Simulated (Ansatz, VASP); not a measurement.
**WS2 in VASP and in Ansatz**

The input INCAR:

```
ALGO = Normal
EDIFF = 1E-7
ENCUT = 520
GGA = PS
ISIF = 2
ISMEAR = 1
LASPH = True
LCHARG = False
LREAL = False
LWAVE = False
NBANDS = 35
NELM = 100
PREC = Accurate
SIGMA = 0.05
```

KPOINTS

```
k-points
0
Gamma
  9 9 2
```

Contents of POSCAR:

```
WS2
1.0
    3.1800000000      0.0000000000      0.0000000000
   -1.5900000000      2.7539607800      0.0000000000
    0.0000000000      0.0000000000     12.5000000000
W S
2 4
Direct
    0.3333333300      0.6666666700      0.2500000000
    0.6666666700      0.3333333300      0.7500000000
    0.3333333300      0.6666666700      0.6250000000
    0.6666666700      0.3333333300      0.1250000000
    0.3333333300      0.6666666700      0.8750000000
    0.6666666700      0.3333333300      0.3750000000
```

Input for Ansatz:

```yaml
crystal:
  lattice:
    - [3.18, 0.0, 0.0]
    - [-1.59, 2.75396078, 0.0]
    - [0.0, 0.0, 12.5]
  atoms:
    - { symbol: W, position: [0.33333333, 0.66666667, 0.25] }
    - { symbol: W, position: [0.66666667, 0.33333333, 0.75] }
    - { symbol: S, position: [0.33333333, 0.66666667, 0.625] }
    - { symbol: S, position: [0.66666667, 0.33333333, 0.125] }
    - { symbol: S, position: [0.33333333, 0.66666667, 0.875] }
    - { symbol: S, position: [0.66666667, 0.33333333, 0.375] }
kpoints:
  mp_grid:
    grid: [9, 9, 2]
  band_path:
    path:
      - [0.0, 0.0, 0.0]
      - [0.5, 0.0, 0.0]
      - [0.33333, 0.33333, 0.0]
      - [0.0, 0.0, 0.0]
      - [0.0, 0.0, 0.5]
    npoints: 4
hamiltonian:
  xc: pbesol
scf:
  n_extra_bands: 8
  occupations:
    method: cold
    width: 0.05
output:
  populations: true
```

Alike in both runs: task single point; functional PBEsol; k mesh 9 × 9 × 2; no spin polarisation.

```csv
,VASP,Ansatz
version,VASP 6.6.1,Ansatz 0.2.0
potentials or method,"VASP PAW PBE potentials, release 64 (W_sv, S)","plane waves, PAW"
plane-wave cutoff (eV),520,420
occupations,"methfessel-paxton of order 1, width 0.05 eV","cold, width 0.05 eV"
valence electrons in the cell,52,52
```

VASP gave:

| Property | Result |
| --- | --- |
| gap on the k mesh at the Fermi level (eV) | 1.12 |

Estimate Ansatz's values.

gap on the k mesh at the Fermi level (eV): 1.10.

VASP's potentials were made for PBE, not for PBEsol.

Spin-orbit coupling is off throughout.
